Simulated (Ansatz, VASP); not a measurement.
## Sc in VASP and in Ansatz

File INCAR:

```
PREC = Accurate
ENCUT = 520
EDIFF = 1E-8
ISMEAR = -1
SIGMA = 0.03
LREAL = F
LASPH = T
NELM = 60
ALGO = Normal
ISIF = 2
LWAVE = F
LCHARG = F
GGA = PS
LEFG = T
NBANDS = 12
```

KPOINTS

```
Automatic mesh
0
Gamma
  12 12 12
```

The input POSCAR:

```
Sc
1.0
    0.0000000000      2.2477950000      2.2705000000
    2.2477950000      0.0000000000      2.2705000000
    2.2477950000      2.2477950000      0.0000000000
Sc
1
Direct
    0.0000000000      0.0000000000      0.0000000000
```

Input for Ansatz:

```yaml
crystal:
  lattice:
    - [0.0, 2.247795, 2.2705]
    - [2.247795, 0.0, 2.2705]
    - [2.247795, 2.247795, 0.0]
  atoms:
    - { symbol: Sc, position: [0.0, 0.0, 0.0] }
kpoints:
  mp_grid: { grid: [12, 12, 12] }
scf:
  occupations: { method: fermi_dirac, width: 0.03 }
hamiltonian:
  xc: pbesol
  pseudopotentials: { kind: all_electron, datasets: crystal }
output:
  forces: true
  stress: true
  eigenvalues: true
  efg: { contact_densities: true }
```

Change from the starting cell: equal xx and yy strain of -1 %, crystal datasets.

Alike in both runs: task electric field gradients; functional PBEsol; k mesh 12 × 12 × 12; occupations fermi-dirac, width 0.03 eV; no spin polarisation.

|  | VASP | Ansatz |
| --- | --- | --- |
| version | VASP 6.6.1 | Ansatz 0.2.0 |
| potentials or method | VASP PAW PBE potentials, release 64 (Sc_sv), cutoff 520 eV | all-electron PAW with datasets made for the crystal, scalar-relativistic |

```csv
,VASP,Ansatz,Ansatz less VASP
pressure (GPa),1.6,1.6,0.00
"traceless stress, the component that is largest in VASP (GPa)",-0.23,-0.23,+0.001
size of Vzz on the site where it differs most (V/Å²),0.5,0.5,+0.02
```

VASP's potentials were made for PBE, not for PBEsol. Ansatz ran all-electron here, and VASP with PAW potentials.
